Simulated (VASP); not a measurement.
Here is a VASP 6.6.1 calculation.

The input INCAR:

```
PREC = Accurate ; ENCUT = 520
EDIFF = 1E-6 ; ISMEAR = 0
SIGMA = 0.02 ; LREAL = F
LASPH = T ; NELM = 60
ALGO = Normal ; ISIF = 2
LWAVE = F ; LCHARG = F
GGA = PE ; NBANDS = 21
```

Contents of KPOINTS:

```
regular mesh
0
Gamma
  10 10 6
```

POSCAR

```
Ge
1.0
    1.4880529250     -2.5946896100      0.0000000000
    1.4880529250      2.5946896100      0.0000000000
    0.0000000000      0.0000000000      4.7275957900
Ge
2
Direct
    0.3334466300      0.6665533700      0.2500000000
    0.6665533700      0.3334466300      0.7500000000
```

Potentials or basis: VASP PAW PBE potentials, release 64 (Ge_d).

The run is started by

```console
$ cat potpaw_PBE.64/Ge_d/POTCAR > POTCAR
$ mpirun -np 1 vasp_std > vasp.out
```

Problem. Predict the pressure.

Solution. 4.4 GPa.

Problem. What does it give for the band gap on the k mesh?

Solution. Zero (bands 14 and 15 overlap by 8.97 eV).

Problem. What does it give for the largest force?

Solution. 0.013 eV/Å.

Forces on the atoms (eV/Å):
```
Ge   0.000  0.013  0.000
Ge   0.000 -0.013  0.000
```

Caveat: the cell stands under pressure.
